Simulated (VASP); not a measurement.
# TaSi2 (P1) in VASP: further runs

The runs below take TaSi2 through single point, with PBE.

All numbers are computed with VASP 6.6.1; they aren't measurements. Logs are shortened: lines on timing, memory, paths and dates and some standing lists are left out, and cuts for length are marked.

### Step 1. The cell of the first run

The typed cell holds 9 atoms: a = 4.806 Å, b = 4.806 Å, c = 6.600 Å, α = 90.00°, β = 90.00°, γ = 120.00°.

### Step 2. Single point, PBE (atom 1 (Ta) moved by -0.216 Å along [1 0 0] and -0.216 Å along [0 0 1])

INCAR reads:

```
PREC = Accurate
ENCUT = 520
EDIFF = 1E-6
ISMEAR = 0
SIGMA = 0.15
LREAL = F
LASPH = T
NELM = 60
ALGO = Normal
ISIF = 2
LWAVE = F
LCHARG = F
GGA = PE
NBANDS = 38
```

KPOINTS reads:

```
regular mesh
0
Gamma
  9 9 6
```

POSCAR reads:

```
TaSi2
1.0
    4.8060235202      0.0000000000      0.0000000000
   -2.4030117601      4.1621384597      0.0000000000
    0.0000000000      0.0000000000      6.5995345254
Ta Si
3 6
Direct
    0.4550563997      0.0000000000     -0.0327295810
    0.5000000000      0.5000000000      0.6666666667
    0.0000000000      0.5000000000      0.3333333333
    0.1589152396      0.3178304793      0.0000000000
    0.8410847604      0.1589152396      0.6666666667
    0.6821695207      0.8410847604      0.3333333333
    0.8410847604      0.6821695207      0.0000000000
    0.1589152396      0.8410847604      0.6666666667
    0.3178304793      0.1589152396      0.3333333333
```

Potentials or basis: VASP PAW PBE potentials, release 64 (Ta_pv, Si).

Command:

```
$ cat potpaw_PBE.64/Ta_pv/POTCAR potpaw_PBE.64/Si/POTCAR > POTCAR
$ mpirun -np 1 vasp_std > vasp.out
```

OUTCAR:

```text
PREC = Accurate
   ENCUT = 520
   EDIFF = 1E-6
   ISMEAR = 0
   LREAL = F
   LASPH = T
   NELM = 60
   ISIF = 2
   GGA = PE

 ion  position               nearest neighbor table
   1  0.455  0.000  0.967-   8 2.34   5 2.56   7 2.57   4 2.57   9 2.71   4 2.86   7 2.86   6 2.91
                             4 2.94   7 2.94   2 3.04   2 3.21   3 3.34   3 3.49
   2  0.500  0.500  0.667-   4 2.62   7 2.62   6 2.62   9 2.62   8 2.74   5 2.74   8 2.74   5 2.74
                             8 2.84   5 2.84   1 3.04   1 3.21   3 3.26   3 3.26
   3  0.000  0.500  0.333-   4 2.62   7 2.62   5 2.62   8 2.62   9 2.74   6 2.74   9 2.74   6 2.74
                             6 2.84   9 2.84   2 3.26   2 3.26   1 3.34   1 3.49
   4  0.159  0.318  0.000-   1 2.57   5 2.57   9 2.57   3 2.62   2 2.62   7 2.65   7 2.84   7 2.84
                             1 2.86   1 2.94
   5  0.841  0.159  0.667-   1 2.56   4 2.57   6 2.57   3 2.62   8 2.65   2 2.74   2 2.74   2 2.84
                             8 2.84   8 2.84
   6  0.682  0.841  0.333-   7 2.57   5 2.57   2 2.62   9 2.65   3 2.74   3 2.74   3 2.84   9 2.84
                             9 2.84   1 2.91
   7  0.841  0.682  0.000-   1 2.57   8 2.57   6 2.57   3 2.62   2 2.62   4 2.65   4 2.84   4 2.84
                             1 2.86   1 2.94
   8  0.159  0.841  0.667-   1 2.34   7 2.57   9 2.57   3 2.62   5 2.65   2 2.74   2 2.74   2 2.84
                             5 2.84   5 2.84
   9  0.318  0.159  0.333-   4 2.57   8 2.57   2 2.62   6 2.65   1 2.71   3 2.74   3 2.74   3 2.84
                             6 2.84   6 2.84

  LATTYP: Found a hexagonal cell.
 ALAT       =     4.8060235202
 C/A-ratio  =     1.3731798227

  Lattice vectors:

 A1 = (   4.8060235202,   0.0000000000,   0.0000000000)
 A2 = (  -2.4030117601,   4.1621384597,   0.0000000000)
 A3 = (   0.0000000000,   0.0000000000,   6.5995345254)

Analysis of symmetry for initial positions (statically):
=====================================================================
 Subroutine PRICEL returns:
 Original cell was already a primitive cell.

 Routine SETGRP: Setting up the symmetry group for a
 hexagonal supercell.

 Subroutine GETGRP returns: Found  1 space group operations
 (whereof  1 operations were pure point group operations)
 out of a pool of 24 trial point group operations.

The static configuration has the point symmetry C_1 .

Analysis of symmetry for dynamics (positions and initial velocities):
=====================================================================
 Subroutine PRICEL returns:
 Original cell was already a primitive cell.

 Routine SETGRP: Setting up the symmetry group for a
 hexagonal supercell.

 Subroutine GETGRP returns: Found  1 space group operations
 (whereof  1 operations were pure point group operations)
 out of a pool of 24 trial point group operations.
[... 128 lines left out ...]
   EMIN   =  10.00;   EMAX   =-10.00  energy-range for DOS
   EFERMI =   0.00;   METHOD = LEGACY
   ISMEAR =     0;   SIGMA  =   0.15  broadening in eV -4-tet -1-fermi 0-gaus
   EFERMI_NEDOS =   21; number of points for ismear=-14 and -15
   IALGO  =     38    algorithm
   IMIX   =      4    mixing-type and parameters
     AMIX     =   0.40;   BMIX     =  1.00
     AMIX_MAG =   1.60;   BMIX_MAG =  1.00
  volume/ion in A,a.u.               =      14.67        98.99
  Fermi-wavevector in a.u.,A,eV,Ry     =   1.237356  2.338263 20.831186  1.531049
  Thomas-Fermi vector in A             =   2.371926
   LORBIT       =      0    0 simple, 1 ext, 2 COOP (PROOUT), +10 PAW based schemes
   GGA     = PE    functional components
   LHFCALC =     F    Hartree Fock is set to
   AEXX    =    0.0000 exact exchange contribution
   IVDW    =     0    specifies the selected vdW correction
   LEPSILON=     F    determine dielectric tensor
   LRPA    =     F    only Hartree local field effects (RPA)
 non-spin polarized calculation
 Gauss-broadening in eV      SIGMA  =   0.15
  energy-cutoff  :      520.00
  volume of cell :      132.01
 maximum number of plane-waves:      3577
   NGX = 17   NGY = 17   NGZ = 25

 number of electron      57.0000007 magnetization

 Free energy of the ion-electron system (eV)
  ---------------------------------------------------
  ext. energy  EPLUGINS =         0.00000000
  ---------------------------------------------------
  free energy    TOTEN  =       -71.42371968 eV

  energy without entropy =      -71.38130119  energy(sigma->0) =      -71.40251044

 E-fermi :   9.2058     XC(G=0): -12.0022

 val. band max:        9.2046413236   @ k =   0.4444  -0.2222   0.1667
 cond. band min:       9.2095413622   @ k =   0.3333   0.3333   0.5000
 fundamental gap:      0.0049000387
 Fermi energy:         9.2058437250

 k-point     1 :       0.0000    0.0000    0.0000
  band No.  band energies     occupation
      1     -25.2240      2.00000
      2     -25.1943      2.00000
      3     -25.1720      2.00000
      4     -25.1233      2.00000
      5     -25.1055      2.00000
      6     -25.0495      2.00000
[... 973 lines left out ...]
     37      12.8826      0.00000
     38      13.0595      0.00000

 [... further k-points ...]

------------------------ aborting loop because EDIFF is reached ----------------------------------------

  FORCE on cell =-STRESS in cart. coord.  units (eV):
  Direction    XX          YY          ZZ          XY          YZ          ZX
  --------------------------------------------------------------------------------------
  -------------------------------------------------------------------------------------
  Total        2.7103798      0.9091957      4.1144750      1.2440839      1.5608238      1.6104007
  in kB       32.8946301     11.0344893     49.9354868     15.0988724     18.9429989     19.5446915
  external PRESSURE =      31.2882021 kB  Pullay stress =       0.0000000 kB

 VOLUME and BASIS-vectors are now :
 -----------------------------------------------------------------------------
  energy-cutoff  :      520.00
  volume of cell :      132.01
      direct lattice vectors                 reciprocal lattice vectors
     4.806023520  0.000000000  0.000000000     0.208072223  0.120130554  0.000000000
    -2.403011760  4.162138460  0.000000000     0.000000000  0.240261108  0.000000000
     0.000000000  0.000000000  6.599534525     0.000000000  0.000000000  0.151525838

 POSITION                                       TOTAL-FORCE (eV/Angst)
 -----------------------------------------------------------------------------------
      2.18701      0.00000      6.38353         4.045303      0.543495      4.148588
      1.20151      2.08107      4.39969        -0.536124     -0.181391     -0.343391
     -1.20151      2.08107      2.19984        -0.349164      0.184060     -0.337136
     -0.00000      1.32285      0.00000        -1.007312      0.236642     -0.048401
      3.66040      0.66143      4.39969         0.085026      0.170531     -0.290309
      1.25739      3.50071      2.19984        -0.479874      0.196821     -0.553299
      2.40301      2.83928      0.00000        -0.776396     -0.210573     -0.171497
     -1.25739      3.50071      4.39969        -1.179775     -0.822893     -2.188497
      1.14563      0.66143      2.19984         0.198316     -0.116693     -0.216057
 -----------------------------------------------------------------------------------
    total drift:                                0.000218     -0.000043     -0.000030

  FREE ENERGIE OF THE ION-ELECTRON SYSTEM (eV)
  ---------------------------------------------------
  free  energy   TOTEN  =       -71.4237196849 eV

  energy  without entropy=      -71.3813011907  energy(sigma->0) =      -71.40251044
```

Wall time 29 min (1 thread of Intel Xeon 8259CL, shared host); peak memory 0.93 GiB.

What came out:

| Item | Value |
| --- | --- |
| Free energy | -71.4237 eV |
| Pressure | 3.1 GPa |
| Largest force | 5.820 eV/Å |
| Band gap on the k mesh | zero (an odd number of electrons rules out a gap without spin polarisation) |

Forces on the atoms (eV/Å):
```
Ta   4.045  0.543  4.149
Ta  -0.536 -0.181 -0.343
Ta  -0.349  0.184 -0.337
Si  -1.007  0.237 -0.048
Si   0.085  0.171 -0.290
Si  -0.480  0.197 -0.553
Si  -0.776 -0.211 -0.171
Si  -1.180 -0.823 -2.188
Si   0.198 -0.117 -0.216
```

Stress tensor (GPa, compression positive):
```
3.29 1.51 1.95
1.51 1.10 1.89
1.95 1.89 4.99
```

Levels at points of the mesh, in eV from the Fermi level:
| k point | band 25 | band 26 | band 27 | band 28 | band 29 | band 30 | band 31 | band 32 |
| --- | --- | --- | --- | --- | --- | --- | --- | --- |
| (0.00, 0.00, 0.00) | -2.41 | -2.22 | -2.17 | -2.07 | -1.46 | 0.74 | 2.56 | 2.85 |
| (0.00, 0.00, 0.50) | -2.16 | -2.01 | -1.79 | -1.74 | 0.95 | 1.17 | 2.14 | 2.51 |

Caveat: the cell differs from its parent crystal (atom 1 (Ta) moved by -0.216 Å along [1 0 0] and -0.216 Å along [0 0 1]); the cell stands under pressure; spin-orbit coupling is left out, which moves the levels of the heavy elements; forces of over 1 eV/Å act on the atoms, so gaps and moduli don't describe the material at rest.

### Step 3. Single point, PBE (atom 1 (Ta) moved by -0.864 Å along [1 0 0] and -0.216 Å along [0 0 1])

INCAR reads:

```
ALGO     = Normal         # electronic algorithm
EDIFF    = 1E-7           # SCF threshold, eV
ENCUT    = 520            # plane-wave cutoff, eV
GGA      = PE             # functional
ISIF     = 2              # what is computed and relaxed
ISMEAR   = 0              # smearing method
LASPH    = T              # aspherical terms in the spheres
LCHARG   = T              # write CHGCAR
LELF     = T              # ELF
LREAL    = F              # projectors in reciprocal space
LVHAR    = T            
LWAVE    = F              # write WAVECAR
NBANDS   = 38             # bands
NELM     = 100            # most SCF steps
PREC     = Accurate       # precision mode
SIGMA    = 0.15           # smearing width, eV
```

KPOINTS reads:

```
k-points
0
Gamma
  9 9 6
```

Edit POSCAR of step 2 so:

```diff
@@ -8,3 +8,3 @@
 Direct
-    0.4550563997      0.0000000000     -0.0327295810
+    0.3202255989      0.0000000000     -0.0327295810
     0.5000000000      0.5000000000      0.6666666667
```

Potentials or basis: VASP PAW PBE potentials, release 64 (Ta_pv, Si).

Command:

```
$ cat potpaw_PBE.64/Ta_pv/POTCAR potpaw_PBE.64/Si/POTCAR > POTCAR
$ mpirun -np 1 vasp_std > vasp.out
```

Wall time 10 min (1 thread of Intel Xeon 6975P-C (Granite Rapids), shared host); peak memory 0.93 GiB.

Results (log left out):

```
Free energy            : -63.5211 eV
Pressure               : 25.7 GPa
Largest force          : 23.079 eV/Å
Band gap on the k mesh : zero (an odd number of electrons rules out a gap without spin polarisation)
```

Forces in eV/Å, atoms in the order of the input:
```
Ta  22.513  1.928  4.699
Ta  -1.611 -0.032 -0.774
Ta  -1.248  0.517  0.231
Si  -8.362  6.645  1.485
Si  -0.977 -0.154  0.274
Si  -0.932  0.124 -0.451
Si  -8.319 -6.638  0.905
Si  -1.188 -2.617 -6.979
Si   0.123  0.226  0.609
```

Stress tensor (GPa, compression positive):
```
32.34  0.96 -0.36
 0.96 22.46  6.74
-0.36  6.74 22.21
```

Levels at points of the mesh, in eV from the Fermi level:
| k point | band 26 | band 27 | band 28 | band 29 | band 30 | band 31 |
| --- | --- | --- | --- | --- | --- | --- |
| (0.00, 0.00, 0.00) | -1.62 | -1.49 | -1.28 | -0.73 | 0.54 | 1.43 |
| (0.00, 0.00, 0.50) | -1.55 | -1.41 | -1.03 | 0.41 | 0.65 | 1.13 |

Caveat: the cell differs from its parent crystal (atom 1 (Ta) moved by -0.864 Å along [1 0 0] and -0.216 Å along [0 0 1]); the cell stands under pressure; spin-orbit coupling is left out, which moves the levels of the heavy elements; forces of over 1 eV/Å act on the atoms, so gaps and moduli don't describe the material at rest.

(Part 1 of 2 ends here.)
